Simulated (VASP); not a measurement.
Here is a VASP 6.6.1 calculation.

File INCAR:

```
PREC     = Accurate       # precision mode
ENCUT    = 520            # plane-wave cutoff, eV
EDIFF    = 1E-7           # SCF threshold, eV
ISMEAR   = 0              # smearing method
SIGMA    = 0.15           # smearing width, eV
LREAL    = F              # projectors in reciprocal space
LASPH    = T              # aspherical terms in the spheres
NELM     = 80             # most SCF steps
ALGO     = Normal         # electronic algorithm
ISIF     = 2              # what is computed and relaxed
LWAVE    = F              # write WAVECAR
LCHARG   = F              # write CHGCAR
GGA      = PS             # functional
NBANDS   = 14             # bands
```

The input KPOINTS:

```
Automatic mesh
0
Gamma
  18 18 18
```

Contents of POSCAR:

```
HfC
1.0
    0.1525200000      2.3250000000      2.3250000000
    2.4775200000      0.0000000000      2.4775200000
    2.3250000000      2.3250000000      0.1525200000
Hf C
1 1
Direct
    0.5000000000      0.5000000000      0.5000000000
    0.0000000000      0.0000000000      0.0000000000
```

Potentials or basis: VASP PAW PBE potentials, release 64 (Hf_pv, C).

Run with:

```console
$ cat potpaw_PBE.64/Hf_pv/POTCAR potpaw_PBE.64/C/POTCAR > POTCAR
$ mpirun -np 1 vasp_std > vasp.out
```

(1) Predict the band gap on the k mesh.

(2) Estimate the pressure.

## Answers

(1) zero (band 7 reaches 6.98 eV, above the bottom of band 8 at 5.57 eV).

(2) -6.0 GPa.

Caveat: the cell differs from its parent crystal (strain +0.1312 x Voigt [0, 0, 0, 0, 1, 0]); the PAW data sets were made with another functional, which shifts forces and pressure a little; spin-orbit coupling is left out, which moves the levels of the heavy elements.
